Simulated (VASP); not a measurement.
Runs of VASP 6.6.1 on MgReO4. Symmetry: Cmmm, No. 65, orthorhombic system. The conventional cell has a = 6.523 Å, b = 6.727 Å, c = 3.104 Å, α = 90.00°, β = 90.00°, γ = 90.00°. Within 2.8 Å of Mg (site symmetry mmm) lie 6 O at 2.10 Å. Re (site symmetry mmm) has 6 O at 1.85 to 2.00 Å within 2.5 Å. O (site symmetry 2mm) has 1 Re at 1.85 Å and 2 Mg at 2.10 Å within 2.5 Å. O (site symmetry m2m) has 2 Re at 2.00 Å and 1 Mg at 2.10 Å and 1 O at 2.53 Å within 2.7 Å. 

```tsv
k mesh	gap on the mesh (eV)	pressure (GPa)	largest force (eV/Å)
5 × 5 × 7	none	(a)	1.01
2 × 2 × 3	none	-12.9	(b)
4 × 4 × 6	none	-12.8	0.43
3 × 3 × 4	none	-13.0	0.93
```

Alike in all rows: task single point; level LDA; potentials or basis VASP PAW LDA potentials, release 64 (Mg, Re, O); no spin polarisation; cell as given; cutoff (eV) 520; smearing methfessel-paxton 0.05 eV.

Estimate the missing entries.

(a) -12.6; (b) 0.38.

Caveats: some runs use coarse meshes; spin-orbit coupling is left out, which moves the levels of the heavy elements; an odd number of electrons without spin polarisation forces a metal; a magnetic or distorted state may lie lower.

A k mesh can miss the band edges, and the runs leave out spin-orbit coupling on Re.

A gap of «none» marks levels without a gap at the run's occupations.
